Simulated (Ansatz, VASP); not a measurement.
Two plane-wave programs on GePbSe2

The input INCAR:

```
  PREC = Accurate
  ENCUT = 520
  EDIFF = 1E-6
  ISMEAR = 0
  SIGMA = 0.1
  LREAL = False
  LASPH = True
  NELM = 80
  ALGO = Normal
  ISIF = 2
  LWAVE = False
  LCHARG = True
  GGA = PS
  LELF = True
  LVHAR = True
  NBANDS = 28
```

The input KPOINTS:

```
regular mesh
0
Gamma
  4 4 4
```

Contents of POSCAR:

```
GePbSe2
1.0
    4.2313227707      0.0000000000      0.0000000000
    0.0000000000      4.2313227707      0.0000000000
    0.0000000000      0.0000000000      6.0791114984
Ge Se Pb
1 2 1
Direct
    0.0000000000      0.0000000000      0.0000000000
    0.0000000000      0.0000000000      0.5000000000
    0.5000000000      0.5000000000      0.0000000000
    0.5000000000      0.5000000000      0.5000000000
```

Input for Ansatz:

```yaml
crystal:
  lattice:
    - [4.2313227707, 0.0, 0.0]
    - [0.0, 4.2313227707, 0.0]
    - [0.0, 0.0, 6.0791114984]
  atoms:
    - { symbol: Ge, position: [0.0, 0.0, 0.0] }
    - { symbol: Se, position: [0.0, 0.0, 0.5] }
    - { symbol: Se, position: [0.5, 0.5, 0.0] }
    - { symbol: Pb, position: [0.5, 0.5, 0.5] }
basis:
  ecutwfc: 420
kpoints:
  mp_grid: { grid: [4, 4, 4] }
hamiltonian:
  xc: pbesol
scf:
  occupations: { method: gaussian, width: 0.1 }
output:
  forces: true
  stress: true
  eigenvalues: true
```

Alike in both runs: task single point; functional PBEsol; k mesh 4 × 4 × 4; occupations gaussian, width 0.1 eV; no spin polarisation.

|  | VASP | Ansatz |
| --- | --- | --- |
| version | VASP 6.6.1 | Ansatz 0.2.0 |
| potentials or method | VASP PAW PBE potentials, release 64 (Ge_d, Se, Pb_d), cutoff 520 eV | scalar-relativistic, plane waves, PAW |
| valence electrons in the cell | 40 | 60 |

|  | VASP | Ansatz | Ansatz less VASP |
| --- | --- | --- | --- |
| gap on the k mesh at the Fermi level (eV) | 0.03 | 0.03 | 0.000 |
| least direct gap on the mesh (eV) | 0.03 | 0.03 | 0.000 |
| pressure (GPa) | -3.9 | -3.9 | -0.02 |
| traceless stress, the component that is largest in VASP (GPa) | -1.18 | -1.18 | +0.003 |

VASP's potentials were made for PBE, not for PBEsol. VASP's potentials hold 40 valence electrons a cell and Ansatz's 60, so a difference there can come from the potentials and not from the codes.

Spin-orbit coupling is off throughout.
